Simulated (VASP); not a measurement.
# NaCl in VASP: a series of runs

The runs below take NaCl through relaxation of cell and atoms, single point, with PBE.

Program: VASP 6.6.1. These are calculated values, not measurements. Logs are shortened: lines on timing, memory, paths and dates and some standing lists are left out, and cuts for length are marked.

### Step 1. The cell of the first run

Symmetry: I-4m2, No. 119, tetragonal system. The conventional cell has a = 4.439 Å, b = 4.439 Å, c = 6.209 Å, α = 90.00°, β = 90.00°, γ = 90.00°. Na (site symmetry -4m2) has 4 Cl at 2.71 Å within 3.6 Å. Cl (site symmetry -4m2) has 4 Na at 2.71 Å within 3.6 Å.

### Step 2. Relaxation of cell and atoms, PBE

The input, INCAR:

```
PREC = Accurate
ENCUT = 600
EDIFF = 1E-6
ISMEAR = 0
SIGMA = 0.01
LREAL = F
LASPH = T
NELM = 100
ALGO = Normal
ISIF = 3
LWAVE = F
LCHARG = F
GGA = PE
IBRION = 2
NSW = 80
EDIFFG = -0.001
```

The input, KPOINTS:

```
Automatic mesh
0
Gamma
  8 8 8
```

The input, POSCAR:

```
NaCl
1.0
   -2.2193421364      2.2193421364      3.1043318560
    2.2193421364     -2.2193421364      3.1043318560
    2.2193421364      2.2193421364     -3.1043318560
Na Cl
1 1
Direct
    0.0000000000      0.0000000000      0.0000000000
    0.2500000000      0.7500000000      0.5000000000
```

Potentials or basis: VASP PAW PBE potentials, release 64 (Na_pv, Cl).

Launch:

```sh
$ cat potpaw_PBE.64/Na_pv/POTCAR potpaw_PBE.64/Cl/POTCAR > POTCAR
$ mpirun -np 1 vasp_std > vasp.out
```

OUTCAR:

```text
PREC = Accurate
   ENCUT = 600
   EDIFF = 1E-6
   ISMEAR = 0
   LREAL = F
   LASPH = T
   NELM = 100
   ISIF = 3
   GGA = PE
   IBRION = 2
   NSW = 80
   EDIFFG = -0.001

 ion  position               nearest neighbor table
   1  0.000  0.000  0.000-   2 2.71   2 2.71   2 2.71   2 2.71
   2  0.250  0.750  0.500-   1 2.71   1 2.71   1 2.71   1 2.71

  LATTYP: Found a body centered tetragonal cell.
 ALAT       =     4.4386842728
 C/A-ratio  =     1.3987621850

  Lattice vectors:

 A1 = (  -2.2193421364,   2.2193421364,   3.1043318560)
 A2 = (   2.2193421364,  -2.2193421364,   3.1043318560)
 A3 = (   2.2193421364,   2.2193421364,  -3.1043318560)

Analysis of symmetry for initial positions (statically):
=====================================================================
 Subroutine PRICEL returns:
 Original cell was already a primitive cell.

 Routine SETGRP: Setting up the symmetry group for a
 body centered tetragonal supercell.

 Subroutine GETGRP returns: Found  8 space group operations
 (whereof  8 operations were pure point group operations)
 out of a pool of 16 trial point group operations.

The static configuration has the point symmetry D_2d.

Analysis of symmetry for dynamics (positions and initial velocities):
=====================================================================
 Subroutine PRICEL returns:
 Original cell was already a primitive cell.

 Routine SETGRP: Setting up the symmetry group for a
 body centered tetragonal supercell.

 Subroutine GETGRP returns: Found  8 space group operations
 (whereof  8 operations were pure point group operations)
 out of a pool of 16 trial point group operations.

The dynamic configuration has the point symmetry D_2d.

 Subroutine INISYM returns: Found  8 space group operations
 (whereof  8 operations are pure point group operations),
 and found     1 'primitive' translations

----------------------------------------------------------------------------------------

                                     Primitive cell

  volume of cell :      61.1613

  direct lattice vectors                    reciprocal lattice vectors
    -2.219342136  2.219342136  3.104331856     0.000000000  0.225291987  0.161065254
     2.219342136 -2.219342136  3.104331856     0.225291987  0.000000000  0.161065254
     2.219342136  2.219342136 -3.104331856     0.225291987  0.225291987  0.000000000

  length of vectors
     4.414502838  4.414502838  4.414502838     0.276944932  0.276944932  0.318610984

  position of ions in fractional coordinates (direct lattice)
     0.000000000  0.000000000  0.000000000
     0.250000000  0.750000000  0.500000000

  ion indices of the primitive-cell ions
   primitive index   ion index
                 1           1
                 2           2

----------------------------------------------------------------------------------------

 KPOINTS: Automatic mesh

Automatic generation of k-mesh.
 Grid dimensions read from file:
 generate k-points for:    8    8    8

 Generating k-lattice:

  Cartesian coordinates                     Fractional coordinates (reciprocal lattice)
     0.000000000  0.028161498  0.020133157     0.125000000  0.000000000 -0.000000000
     0.028161498  0.000000000  0.020133157     0.000000000  0.125000000 -0.000000000
     0.028161498  0.028161498  0.000000000     0.000000000  0.000000000  0.125000000

  Length of vectors
     0.034618117  0.034618117  0.039826373

  Shift w.r.t. Gamma in fractional coordinates (k-lattice)
     0.000000000  0.000000000  0.000000000

 Subroutine IBZKPT returns following result:
 ===========================================

 Found     59 irreducible k-points:

 Following reciprocal coordinates:
            Coordinates               Weight
  0.000000  0.000000  0.000000      1.000000
  0.125000  0.000000  0.000000      8.000000
  0.250000  0.000000  0.000000      8.000000
  0.375000  0.000000 -0.000000      8.000000
  0.500000  0.000000  0.000000      4.000000
  0.125000  0.125000  0.000000      8.000000
[... 16 lines left out ...]
  0.250000  0.125000  0.125000     16.000000
  0.375000  0.125000  0.125000      8.000000
 [... further k-points ...]
   k-points           NKPTS =     59   k-points in BZ     NKDIM =     59   number of bands    NBANDS=     11
   number of dos      NEDOS =    301   number of ions     NIONS =      2
   total plane-waves  NPLWV =  46656
   dimension x,y,z NGX =    36 NGY =   36 NGZ =   36
   dimension x,y,z NGXF=    72 NGYF=   72 NGZF=   72
   ions per type =               1   1
   NGX,Y,Z   is equivalent  to a cutoff of  13.56, 13.56, 13.56 a.u.
   NGXF,Y,Z  is equivalent  to a cutoff of  27.11, 27.11, 27.11 a.u.
 SYSTEM =  unknown system
   PREC   = accura    normal or accurate (medium, high low for compatibility)
   ISTART =      0    job   : 0-new  1-cont  2-samecut
   ICHARG =      2    charge: 1-file 2-atom 10-const
   ISPIN  =      1    spin polarized calculation?
   LNONCOLLINEAR =      F non collinear calculations
   LSORBIT =      F    spin-orbit coupling
   LASPH  =      T    aspherical Exc in radial PAW
   ENCUT  =  600.0 eV  44.10 Ry    6.64 a.u.   8.82  8.82  8.82*2*pi/ulx,y,z
   NELM   =    100;   NELMIN=  2; NELMDL= -5     # of ELM steps
   EDIFF  = 0.1E-05   stopping-criterion for ELM
   LREAL  =      F    real-space projection
   EDIFFG = -.1E-02   stopping-criterion for IOM
   NSW    =     80    number of steps for IOM
   IBRION =      2    ionic relax: 0-MD 1-quasi-New 2-CG
   NFREE  =      1    steps in history (QN), initial steepest desc. (CG)
   ISIF   =      3    stress and relaxation
   ISYM   =      2    0-nonsym 1-usesym 2-fastsym
   POTIM  = 0.5000    time-step for ionic-motion
   TEBEG  =    0.0;   TEEND  =   0.0 temperature during run
   PSTRESS=    0.0 pullay stress
   NELECT =      14.0000    total number of electrons
   NUPDOWN=      -1.0000    fix difference up-down
   EMIN   =  10.00;   EMAX   =-10.00  energy-range for DOS
   EFERMI =   0.00;   METHOD = LEGACY
   ISMEAR =     0;   SIGMA  =   0.01  broadening in eV -4-tet -1-fermi 0-gaus
   EFERMI_NEDOS =   21; number of points for ismear=-14 and -15
   IALGO  =     38    algorithm
   IMIX   =      4    mixing-type and parameters
     AMIX     =   0.40;   BMIX     =  1.00
     AMIX_MAG =   1.60;   BMIX_MAG =  1.00
  volume/ion in A,a.u.               =      30.58       206.37
  Fermi-wavevector in a.u.,A,eV,Ry     =   1.001441  1.892449 13.645062  1.002884
  Thomas-Fermi vector in A             =   2.133863
   LORBIT       =      0    0 simple, 1 ext, 2 COOP (PROOUT), +10 PAW based schemes
   GGA     = PE    functional components
   LHFCALC =     F    Hartree Fock is set to
   AEXX    =    0.0000 exact exchange contribution
   IVDW    =     0    specifies the selected vdW correction
   LEPSILON=     F    determine dielectric tensor
   LRPA    =     F    only Hartree local field effects (RPA)
 conjugate gradient relaxation of ions
 non-spin polarized calculation
 Gauss-broadening in eV      SIGMA  =   0.01
  energy-cutoff  :      600.00
  volume of cell :       61.16
 maximum number of plane-waves:      2069
   NGX = 17   NGY = 17   NGZ = 17

--------------------------------------- Ionic step        1  -------------------------------------------

 number of electron      14.0000007 magnetization

 Free energy of the ion-electron system (eV)
  ---------------------------------------------------
  ext. energy  EPLUGINS =         0.00000000
  ---------------------------------------------------
  free energy    TOTEN  =        -6.64322260 eV

  energy without entropy =       -6.64322260  energy(sigma->0) =       -6.64322260

------------------------ aborting loop because EDIFF is reached ----------------------------------------

  FORCE on cell =-STRESS in cart. coord.  units (eV):
  Direction    XX          YY          ZZ          XY          YZ          ZX
  --------------------------------------------------------------------------------------
  -------------------------------------------------------------------------------------
  Total       -0.0012888     -0.0012888      0.0095345      0.0000000      0.0000000      0.0000000
  in kB       -0.0337625     -0.0337625      0.2497659      0.0000000      0.0000000      0.0000000
  external PRESSURE =       0.0607470 kB  Pullay stress =       0.0000000 kB
[... 89 lines left out ...]
  FREE ENERGIE OF THE ION-ELECTRON SYSTEM (eV)
  ---------------------------------------------------
  free  energy   TOTEN  =        -6.6432310935 eV

  energy  without entropy=       -6.6432310935  energy(sigma->0) =       -6.64323109

[... ionic steps 4 to 14 ...]

--------------------------------------- Ionic step       15  -------------------------------------------

 number of electron      14.0000007 magnetization

------------------------ aborting loop because EDIFF is reached ----------------------------------------

  FORCE on cell =-STRESS in cart. coord.  units (eV):
  Direction    XX          YY          ZZ          XY          YZ          ZX
  --------------------------------------------------------------------------------------
  -------------------------------------------------------------------------------------
  Total        0.0047403      0.0047403      0.0041479      0.0000000      0.0000000      0.0000000
  in kB        0.1242046      0.1242046      0.1086847      0.0000000      0.0000000      0.0000000
  external PRESSURE =       0.1190313 kB  Pullay stress =       0.0000000 kB
[... 57 lines left out ...]
  energy  without entropy=       -6.6432617722  energy(sigma->0) =       -6.64326177

--------------------------------------- Ionic step       17  -------------------------------------------

 number of electron      14.0000007 magnetization

 Free energy of the ion-electron system (eV)
  ---------------------------------------------------
  ext. energy  EPLUGINS =         0.00000000
  ---------------------------------------------------
  free energy    TOTEN  =        -6.64326269 eV

  energy without entropy =       -6.64326269  energy(sigma->0) =       -6.64326269

 E-fermi :  -2.4760     XC(G=0):  -6.7156

 val. band max:       -2.5438447738   @ k =   0.0000   0.0000   0.0000
 cond. band min:       2.3057042653   @ k =   0.0000   0.0000   0.0000
 fundamental gap:      4.8495490391
 Fermi energy:        -2.4759889834

 k-point     1 :       0.0000    0.0000    0.0000
  band No.  band energies     occupation
      1     -23.2421      2.00000
      2     -23.2421      2.00000
      3     -23.2421      2.00000
      4     -14.6213      2.00000
      5      -2.5444      2.00000
      6      -2.5438      2.00000
      7      -2.5438      2.00000
      8       2.3057      0.00000
      9       8.5560      0.00000
     10       8.5572      0.00000
     11       8.5572      0.00000
[... 309 lines left out ...]
 k-point    24 :       0.3750    0.1250    0.1250
  band No.  band energies     occupation
      1     -23.2532      2.00000
      2     -23.2457      2.00000
      3     -23.2441      2.00000
      4     -14.4724      2.00000
      5      -3.3925      2.00000
      6      -2.9077      2.00000
      7      -2.7096      2.00000
      8       5.6687      0.00000
      9       5.7672      0.00000
     10       7.4672      0.00000
     11       8.5235      0.00000

 [... further k-points ...]
[... 5 lines left out ...]
  --------------------------------------------------------------------------------------
  -------------------------------------------------------------------------------------
  Total        0.0017869      0.0017869     -0.0001625      0.0000000      0.0000000      0.0000000
  in kB        0.0468142      0.0468142     -0.0042566      0.0000000      0.0000000      0.0000000
  external PRESSURE =       0.0297906 kB  Pullay stress =       0.0000000 kB
[... 17 lines left out ...]
  FREE ENERGIE OF THE ION-ELECTRON SYSTEM (eV)
  ---------------------------------------------------
  free  energy   TOTEN  =        -6.6432626893 eV

  energy  without entropy=       -6.6432626893  energy(sigma->0) =       -6.64326269

 reached required accuracy - stopping structural energy minimisation
```

Wall time 2.4 min (1 thread of AMD EPYC 9R45 (Zen 5), shared host); peak memory 0.19 GiB.

Results:

```
Free energy                           : -6.6433 eV
Relaxed volume                        : 30.58 Å³/atom
Relaxed cell                          : a = 4.423 Å, b = 4.423 Å, c = 4.423 Å, α = 120.02°, β = 120.02°, γ = 89.97°
Space group after relaxing (to 0.1 Å) : F-43m (No. 216)
Energy gained by relaxing             : 0.0 meV/atom
Ionic steps                           : 17
Pressure after relaxing               : 0.0 GPa
Band gap on the k mesh                : 4.85 eV
```

Final structure:
```cif
data_structure
_symmetry_space_group_name_H-M 'P 1'
_symmetry_Int_Tables_number 1
_cell_length_a 4.4227
_cell_length_b 4.4227
_cell_length_c 4.4227
_cell_angle_alpha 120.017
_cell_angle_beta 120.017
_cell_angle_gamma 89.971
_cell_volume 61.15
loop_
_atom_site_label
_atom_site_type_symbol
_atom_site_fract_x
_atom_site_fract_y
_atom_site_fract_z
_atom_site_occupancy
Na1 Na 0.00000 0.00000 0.00000 1
Cl1 Cl 0.25000 0.75000 0.50000 1
```

Levels at points of the mesh, in eV from the valence-band top:
```tsv
k point	band 5	band 6	band 7	band 8	band 9	band 10
(0.00, 0.00, 0.00)	0.00	0.00	0.00	4.85	11.10	11.10
(0.50, 0.00, 0.00)	-1.00	-0.09	-0.09	7.45	8.74	10.56
(0.50, 0.50, 0.00)	-0.91	-0.29	-0.29	7.01	9.00	10.33
(0.50, 0.50, 0.50)	-0.91	-0.28	-0.28	7.01	9.00	10.32
```

A k mesh can miss the band edges.

[end of part 1 of 2]
